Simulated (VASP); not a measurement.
Wanted: the native input for a VASP 6.6.1 run.

```yaml
Task: single point
Functional: LDA
Potentials_or_basis: VASP PAW LDA potentials, release 64 (Ti_sv, O)
Cutoff: 520 eV
k_mesh: 13 × 13 × 13
Occupations: fermi-dirac, width 0.08 eV
Spin: no spin polarisation
Dipole_correction: no
Further_INCAR_settings: ALGO = Normal; EDIFF = 1e-07; NBANDS = 33
```

The structure of TiO2 lies in POSCAR:

```
TiO2
1.0
   -1.8592525000      1.9068225000      4.7570000000
    1.9068225000     -1.8592525000      4.7570000000
    1.8781775000      1.8781775000     -4.7380750000
Ti O
2 4
Direct
    0.0000000000      0.0000000000      0.0000000000
    0.7500000000      0.2500000000      0.5000000000
    0.2066000000      0.2066000000      0.0000000000
    0.9566000000      0.4566000000      0.5000000000
    0.5434000000      0.0434000000      0.5000000000
    0.7934000000      0.7934000000      0.0000000000
```

This cell differs from its parent crystal: equal xy, yz and zx shear strains of +1 %.

These files were run (other wordings do the same):

INCAR

```
SYSTEM = TiO2
PREC     = Accurate       ! precision mode
ENCUT    = 520            ! plane-wave cutoff, eV
EDIFF    = 1E-7           ! SCF threshold, eV
ISMEAR   = -1             ! smearing method
SIGMA    = 0.08           ! smearing width, eV
LREAL    = .FALSE.        ! projectors in reciprocal space
LASPH    = .TRUE.         ! aspherical terms in the spheres
NELM     = 80             ! most SCF steps
ALGO     = Normal         ! electronic algorithm
ISIF     = 2              ! what is computed and relaxed
LWAVE    = .FALSE.        ! write WAVECAR
LCHARG   = .TRUE.         ! write CHGCAR
LVHAR    = .TRUE.       
NBANDS   = 33             ! bands
KPAR     = 4
```

KPOINTS

```
Automatic mesh
0
G
  13 13 13
  0 0 0
```

Potentials or basis: VASP PAW LDA potentials, release 64 (Ti_sv, O).

Run with:

```sh
$ cat potpaw_LDA.64/Ti_sv/POTCAR potpaw_LDA.64/O/POTCAR > POTCAR
$ mpirun -np 4 vasp_std > vasp.out
```

It gave:

```json
{
 "Pressure": "-4.8 GPa",
 "Largest force": "0.164 eV/Å",
 "Band gap on the k mesh": "2.04 eV (least direct gap 2.33 eV)"
}
```

Caveat: the cell differs from its parent crystal (equal xy, yz and zx shear strains of +1 %); the cell stands under tension.

It took 21 min on 4 MPI ranks on AMD EPYC 7R43 64-Core Processor (Zen 3), on a shared host, peak memory 0.98 GiB a rank.
